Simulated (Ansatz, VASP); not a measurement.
# Two plane-wave programs on AlBN

Contents of INCAR:

```
SYSTEM = AlBN
ALGO = Normal ; EDIFF = 1E-6
EDIFFG = -0.04 ; ENCUT = 600
GGA = PE ; IBRION = 2
ISIF = 3 ; ISMEAR = 0
LASPH = .TRUE. ; LCHARG = .FALSE.
LREAL = .FALSE. ; LWAVE = .FALSE.
NELM = 60 ; NSW = 90
PREC = Accurate ; SIGMA = 0.1
```

File KPOINTS:

```
k-points
0
G
  6 6 6
  0 0 0
```

File POSCAR:

```
AlBN
1.0
    3.7174828300      0.0000000000      0.0000000000
    0.0000000000      3.7174828300      0.0000000000
    0.0000000000      0.0000000000      3.7169155600
Al B N
1 1 1
Direct
    0.5000000000      0.5000000000      0.2261954900
    0.5000000000      0.5000000000      0.4414094900
    0.0000000000      0.0000000000      0.1829796000
```

Input for Ansatz:

```yaml
crystal:
  lattice:
    - [3.71748283, 0.0, 0.0]
    - [0.0, 3.71748283, 0.0]
    - [0.0, 0.0, 3.71691556]
  atoms:
    - { symbol: Al, position: [0.5, 0.5, 0.22619549] }
    - { symbol: B, position: [0.5, 0.5, 0.44140949] }
    - { symbol: "N", position: [0.0, 0.0, 0.1829796] }
basis:
  ecutwfc: 420
kpoints:
  mp_grid: { grid: [6, 6, 6] }
hamiltonian:
  xc: pbe
scf:
  occupations: { method: gaussian, width: 0.1 }
  lower_state_search: "off"
output:
  forces: true
  stress: true
  eigenvalues: true
relax:
  adjacent_minimum: "off"
  f_tol: 0.04
  max_steps: 70
  cell: { stress_tol: 0.4 }
```

Alike in both runs: task relaxation of cell and atoms; functional PBE; k mesh 6 × 6 × 6; occupations gaussian, width 0.1 eV; no spin polarisation.

|  | VASP | Ansatz |
| --- | --- | --- |
| version | VASP 6.6.1 | Ansatz 0.2.0 |
| potentials or method | VASP PAW PBE potentials, release 64 (Al, B, N), cutoff 600 eV | scalar-relativistic, plane waves, PAW |
| valence electrons in the cell | 11 | 11 |

|  | VASP | Ansatz | Ansatz less VASP |
| --- | --- | --- | --- |
| gap on the k mesh at the Fermi level, each at its own relaxed structure (eV) | none | none | - |
| relaxed volume (Å³/atom) | 10.28 | 11.88 | +1.602 |
| relaxed length of the cell vector where the two differ most in proportion (Å) | 2.441 | 2.677 | +0.2358 |

A gap of «none» marks a metal or a gap that the smearing closes. One of these differences is far larger than is usual between the two programs; its cause wasn't traced.

Noted on VASP's run: the volume moved by over 15 % at a fixed basis, so the end points are rough.
